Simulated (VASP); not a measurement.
# CdF2 (Fm-3m) in VASP: single point with PBE

Aim: the single point of CdF2 with PBE.

Everything below comes from runs of VASP 6.6.1. Logs are shortened: lines on timing, memory, paths and dates and some standing lists are left out, and cuts for length are marked.

### 1 The cell of the first run

The structure is cubic, space group Fm-3m (No. 225). The conventional cell has a = 5.388 Å, b = 5.388 Å, c = 5.388 Å, α = 90.00°, β = 90.00°, γ = 90.00°. Cd (site symmetry m-3m) has 8 F at 2.33 Å within 3.1 Å. Within 3.1 Å of F (site symmetry -43m) lie 4 Cd at 2.33 Å and 6 F at 2.69 Å.

### 2 Single point, PBE

Input file INCAR:

```
PREC = Accurate
ENCUT = 520
EDIFF = 1E-7
ISMEAR = 0
SIGMA = 0.05
LREAL = F
LASPH = T
NELM = 60
ALGO = Normal
ISIF = 2
LWAVE = F
LCHARG = T
GGA = PE
LELF = T
LVHAR = T
NBANDS = 20
```

Input file KPOINTS:

```
Automatic mesh
0
Gamma
  12 12 12
```

Input file POSCAR:

```
CdF2
1.0
    0.0000000000      2.6940000000      2.6940000000
    2.6940000000      0.0000000000      2.6940000000
    2.6940000000      2.6940000000      0.0000000000
Cd F
1 2
Direct
    0.0000000000      0.0000000000      0.0000000000
    0.2500000000      0.2500000000      0.2500000000
    0.7500000000      0.7500000000      0.7500000000
```

Potentials or basis: VASP PAW PBE potentials, release 64 (Cd, F).

The run is started by

```sh
$ cat potpaw_PBE.64/Cd/POTCAR potpaw_PBE.64/F/POTCAR > POTCAR
$ mpirun -np 1 vasp_std > vasp.out
```

OUTCAR:

```text
PREC = Accurate
   ENCUT = 520
   EDIFF = 1E-7
   ISMEAR = 0
   LREAL = F
   LASPH = T
   NELM = 60
   ISIF = 2
   GGA = PE

 ion  position               nearest neighbor table
   1  0.000  0.000  0.000-   3 2.33   3 2.33   3 2.33   2 2.33   3 2.33   2 2.33   2 2.33   2 2.33

   2  0.250  0.250  0.250-   1 2.33   1 2.33   1 2.33   1 2.33
   3  0.750  0.750  0.750-   1 2.33   1 2.33   1 2.33   1 2.33

  LATTYP: Found a face centered cubic cell.
 ALAT       =     5.3880000000

  Lattice vectors:

 A1 = (   0.0000000000,   2.6940000000,   2.6940000000)
 A2 = (   2.6940000000,   0.0000000000,   2.6940000000)
 A3 = (   2.6940000000,   2.6940000000,   0.0000000000)

Analysis of symmetry for initial positions (statically):
=====================================================================
 Subroutine PRICEL returns:
 Original cell was already a primitive cell.

 Routine SETGRP: Setting up the symmetry group for a
 face centered cubic supercell.

 Subroutine GETGRP returns: Found 48 space group operations
 (whereof 48 operations were pure point group operations)
 out of a pool of 48 trial point group operations.

The static configuration has the point symmetry O_h .

Analysis of symmetry for dynamics (positions and initial velocities):
=====================================================================
 Subroutine PRICEL returns:
 Original cell was already a primitive cell.

 Routine SETGRP: Setting up the symmetry group for a
 face centered cubic supercell.

 Subroutine GETGRP returns: Found 48 space group operations
 (whereof 48 operations were pure point group operations)
 out of a pool of 48 trial point group operations.

The dynamic configuration has the point symmetry O_h .

 Subroutine INISYM returns: Found 48 space group operations
 (whereof 48 operations are pure point group operations),
 and found     1 'primitive' translations

----------------------------------------------------------------------------------------

                                     Primitive cell

  volume of cell :      39.1041

  direct lattice vectors                    reciprocal lattice vectors
     0.000000000  2.694000000  2.694000000    -0.185597624  0.185597624  0.185597624
     2.694000000  0.000000000  2.694000000     0.185597624 -0.185597624  0.185597624
     2.694000000  2.694000000  0.000000000     0.185597624  0.185597624 -0.185597624

  length of vectors
     3.809891337  3.809891337  3.809891337     0.321464515  0.321464515  0.321464515

  position of ions in fractional coordinates (direct lattice)
     0.000000000  0.000000000  0.000000000
     0.250000000  0.250000000  0.250000000
     0.750000000  0.750000000  0.750000000

  ion indices of the primitive-cell ions
   primitive index   ion index
                 1           1
                 2           2
                 3           3

----------------------------------------------------------------------------------------

 KPOINTS: Automatic mesh

Automatic generation of k-mesh.
 Grid dimensions read from file:
 generate k-points for:   12   12   12

 Generating k-lattice:

  Cartesian coordinates                     Fractional coordinates (reciprocal lattice)
    -0.015466469  0.015466469  0.015466469     0.083333333  0.000000000  0.000000000
     0.015466469 -0.015466469  0.015466469     0.000000000  0.083333333  0.000000000
     0.015466469  0.015466469 -0.015466469     0.000000000  0.000000000  0.083333333

  Length of vectors
     0.026788710  0.026788710  0.026788710

  Shift w.r.t. Gamma in fractional coordinates (k-lattice)
     0.000000000  0.000000000  0.000000000

 Subroutine IBZKPT returns following result:
 ===========================================

 Found     72 irreducible k-points:

 Following reciprocal coordinates:
            Coordinates               Weight
  0.000000  0.000000  0.000000      1.000000
  0.083333  0.000000  0.000000      8.000000
  0.166667  0.000000  0.000000      8.000000
  0.250000  0.000000  0.000000      8.000000
  0.333333  0.000000  0.000000      8.000000
  0.416667  0.000000  0.000000      8.000000
[... 16 lines left out ...]
  0.500000  0.166667  0.000000     24.000000
 -0.416667  0.166667  0.000000     24.000000
 [... further k-points ...]
   k-points           NKPTS =     72   k-points in BZ     NKDIM =     72   number of bands    NBANDS=     20
   number of dos      NEDOS =    301   number of ions     NIONS =      3
   total plane-waves  NPLWV =  21952
   dimension x,y,z NGX =    28 NGY =   28 NGZ =   28
   dimension x,y,z NGXF=    56 NGYF=   56 NGZF=   56
   ions per type =               1   2
   NGX,Y,Z   is equivalent  to a cutoff of  12.22, 12.22, 12.22 a.u.
   NGXF,Y,Z  is equivalent  to a cutoff of  24.44, 24.44, 24.44 a.u.
 SYSTEM =  unknown system
   PREC   = accura    normal or accurate (medium, high low for compatibility)
   ISTART =      0    job   : 0-new  1-cont  2-samecut
   ICHARG =      2    charge: 1-file 2-atom 10-const
   ISPIN  =      1    spin polarized calculation?
   LNONCOLLINEAR =      F non collinear calculations
   LSORBIT =      F    spin-orbit coupling
   LASPH  =      T    aspherical Exc in radial PAW
   ENCUT  =  520.0 eV  38.22 Ry    6.18 a.u.   7.08  7.08  7.08*2*pi/ulx,y,z
   NELM   =     60;   NELMIN=  2; NELMDL= -5     # of ELM steps
   EDIFF  = 0.1E-06   stopping-criterion for ELM
   LREAL  =      F    real-space projection
   EDIFFG = 0.1E-05   stopping-criterion for IOM
   NSW    =      0    number of steps for IOM
   IBRION =     -1    ionic relax: 0-MD 1-quasi-New 2-CG
   NFREE  =      0    steps in history (QN), initial steepest desc. (CG)
   ISIF   =      2    stress and relaxation
   ISYM   =      2    0-nonsym 1-usesym 2-fastsym
   POTIM  = 0.5000    time-step for ionic-motion
   TEBEG  =    0.0;   TEEND  =   0.0 temperature during run
   PSTRESS=    0.0 pullay stress
   NELECT =      26.0000    total number of electrons
   NUPDOWN=      -1.0000    fix difference up-down
   EMIN   =  10.00;   EMAX   =-10.00  energy-range for DOS
   EFERMI =   0.00;   METHOD = LEGACY
   ISMEAR =     0;   SIGMA  =   0.05  broadening in eV -4-tet -1-fermi 0-gaus
   EFERMI_NEDOS =   21; number of points for ismear=-14 and -15
   IALGO  =     38    algorithm
   IMIX   =      4    mixing-type and parameters
     AMIX     =   0.40;   BMIX     =  1.00
     AMIX_MAG =   1.60;   BMIX_MAG =  1.00
  volume/ion in A,a.u.               =      13.03        87.96
  Fermi-wavevector in a.u.,A,eV,Ry     =   1.428867  2.700166 27.778468  2.041660
  Thomas-Fermi vector in A             =   2.548882
   LORBIT       =      0    0 simple, 1 ext, 2 COOP (PROOUT), +10 PAW based schemes
   GGA     = PE    functional components
   LHFCALC =     F    Hartree Fock is set to
   AEXX    =    0.0000 exact exchange contribution
   IVDW    =     0    specifies the selected vdW correction
   LEPSILON=     F    determine dielectric tensor
   LRPA    =     F    only Hartree local field effects (RPA)
 non-spin polarized calculation
 Gauss-broadening in eV      SIGMA  =   0.05
  energy-cutoff  :      520.00
  volume of cell :       39.10
 maximum number of plane-waves:      1067
   NGX = 15   NGY = 15   NGZ = 15

 number of electron      25.9999990 magnetization

 Free energy of the ion-electron system (eV)
  ---------------------------------------------------
  ext. energy  EPLUGINS =         0.00000000
  ---------------------------------------------------
  free energy    TOTEN  =       -10.85933757 eV

  energy without entropy =      -10.85933757  energy(sigma->0) =      -10.85933757

 E-fermi :  -1.0435     XC(G=0): -10.4121

 val. band max:       -1.3114651550   @ k =  -0.2500   0.5000   0.2500
 cond. band min:       1.7564680461   @ k =   0.0000   0.0000   0.0000
 fundamental gap:      3.0679332011
 Fermi energy:        -1.0435096796

 k-point     1 :       0.0000    0.0000    0.0000
  band No.  band energies     occupation
      1     -22.1167      2.00000
      2     -21.0119      2.00000
      3      -6.9268      2.00000
      4      -6.9268      2.00000
      5      -6.9268      2.00000
      6      -5.7192      2.00000
[... 12 lines left out ...]
     19      18.5864      0.00000
     20      18.5864      0.00000

 k-point     2 :       0.0833    0.0000    0.0000
  band No.  band energies     occupation
      1     -22.0940      2.00000
      2     -21.0313      2.00000
      3      -6.8998      2.00000
      4      -6.8998      2.00000
      5      -6.8520      2.00000
      6      -5.7280      2.00000
[... 12 lines left out ...]
     19      18.3887      0.00000
     20      18.3887      0.00000

 k-point     3 :       0.1667    0.0000    0.0000
  band No.  band energies     occupation
      1     -22.0302      2.00000
      2     -21.0884      2.00000
      3      -6.8268      2.00000
      4      -6.8267      2.00000
      5      -6.6381      2.00000
      6      -5.7461      2.00000
[... 12 lines left out ...]
     19      17.9599      0.00000
     20      17.9599      0.00000

 k-point     4 :       0.2500    0.0000    0.0000
  band No.  band energies     occupation
      1     -21.9324      2.00000
      2     -21.1757      2.00000
      3      -6.7320      2.00000
      4      -6.7320      2.00000
      5      -6.3160      2.00000
      6      -5.7516      2.00000
[... 12 lines left out ...]
     19      17.5202      0.00000
     20      18.2707      0.00000

 k-point     5 :       0.3333    0.0000    0.0000
  band No.  band energies     occupation
      1     -21.8118      2.00000
      2     -21.2844      2.00000
      3      -6.6493      2.00000
      4      -6.6493      2.00000
      5      -5.9400      2.00000
      6      -5.7245      2.00000
[... 12 lines left out ...]
     19      17.1720      0.00000
     20      18.0079      0.00000

 k-point     6 :       0.4167    0.0000    0.0000
  band No.  band energies     occupation
      1     -21.6814      2.00000
      2     -21.4045      2.00000
      3      -6.6012      2.00000
      4      -6.6012      2.00000
      5      -5.6746      2.00000
      6      -5.6746      2.00000
[... 12 lines left out ...]
     19      16.9512      0.00000
     20      17.6136      0.00000

 k-point     7 :       0.5000    0.0000    0.0000
  band No.  band energies     occupation
      1     -21.5783      2.00000
      2     -21.5039      2.00000
      3      -6.5869      2.00000
      4      -6.5869      2.00000
      5      -5.6483      2.00000
      6      -5.6483      2.00000
[... 12 lines left out ...]
     19      16.8751      0.00000
     20      17.4476      0.00000
[... 277 lines left out ...]
 k-point    20 :       0.2500    0.1667    0.0000
  band No.  band energies     occupation
      1     -21.9373      2.00000
      2     -21.1660      2.00000
      3      -6.6813      2.00000
      4      -6.6809      2.00000
      5      -6.3486      2.00000
      6      -5.9463      2.00000
[... 12 lines left out ...]
     19      18.7942      0.00000
     20      20.1865      0.00000

 k-point    21 :       0.3333    0.1667    0.0000
  band No.  band energies     occupation
      1     -21.8432      2.00000
      2     -21.2475      2.00000
      3      -6.5837      2.00000
      4      -6.5829      2.00000
      5      -6.0548      2.00000
      6      -5.9811      2.00000
[... 12 lines left out ...]
     19      18.5075      0.00000
     20      20.2463      0.00000

 k-point    22 :       0.4167    0.1667    0.0000
  band No.  band energies     occupation
      1     -21.7334      2.00000
      2     -21.3443      2.00000
      3      -6.5245      2.00000
      4      -6.5055      2.00000
      5      -5.9336      2.00000
      6      -5.7542      2.00000
[... 12 lines left out ...]
     19      18.1420      0.00000
     20      20.1991      0.00000

 k-point    23 :       0.5000    0.1667    0.0000
  band No.  band energies     occupation
      1     -21.6193      2.00000
      2     -21.4499      2.00000
      3      -6.5115      2.00000
      4      -6.4603      2.00000
      5      -5.8138      2.00000
      6      -5.6592      2.00000
[... 12 lines left out ...]
     19      17.7116      0.00000
     20      20.1091      0.00000

 k-point    24 :      -0.4167    0.1667    0.0000
  band No.  band energies     occupation
      1     -21.5768      2.00000
      2     -21.4921      2.00000
      3      -6.5245      2.00000
      4      -6.4459      2.00000
      5      -5.7319      2.00000
      6      -5.7056      2.00000
[... 12 lines left out ...]
     19      17.2341      0.00000
     20      20.0684      0.00000

 [... further k-points ...]
[... 5 lines left out ...]
  --------------------------------------------------------------------------------------
  -------------------------------------------------------------------------------------
  Total        1.5102701      1.5102701      1.5102701     -0.0000000     -0.0000000      0.0000000
  in kB       61.8788788     61.8788788     61.8788788     -0.0000000     -0.0000000      0.0000000
  external PRESSURE =      61.8788788 kB  Pullay stress =       0.0000000 kB

 VOLUME and BASIS-vectors are now :
 -----------------------------------------------------------------------------
  energy-cutoff  :      520.00
  volume of cell :       39.10
      direct lattice vectors                 reciprocal lattice vectors
     0.000000000  2.694000000  2.694000000    -0.185597624  0.185597624  0.185597624
     2.694000000  0.000000000  2.694000000     0.185597624 -0.185597624  0.185597624
     2.694000000  2.694000000  0.000000000     0.185597624  0.185597624 -0.185597624

 POSITION                                       TOTAL-FORCE (eV/Angst)
 -----------------------------------------------------------------------------------
      0.00000      0.00000      0.00000         0.000000     -0.000000     -0.000000
      1.34700      1.34700      1.34700        -0.000000      0.000000      0.000000
      4.04100      4.04100      4.04100        -0.000000     -0.000000     -0.000000
 -----------------------------------------------------------------------------------
    total drift:                                0.000000      0.000000      0.000000

  FREE ENERGIE OF THE ION-ELECTRON SYSTEM (eV)
  ---------------------------------------------------
  free  energy   TOTEN  =       -10.8593375692 eV

  energy  without entropy=      -10.8593375692  energy(sigma->0) =      -10.85933757
```

It took 81 s on 1 thread of Intel Xeon 8259CL, shared host; peak memory 0.19 GiB.

What came out:

```
Free energy            : -10.8593 eV
Pressure               : 6.2 GPa
Band gap on the k mesh : 3.07 eV (least direct gap 3.57 eV)
```

Caveat: the cell stands under pressure. A k mesh can miss the band edges.
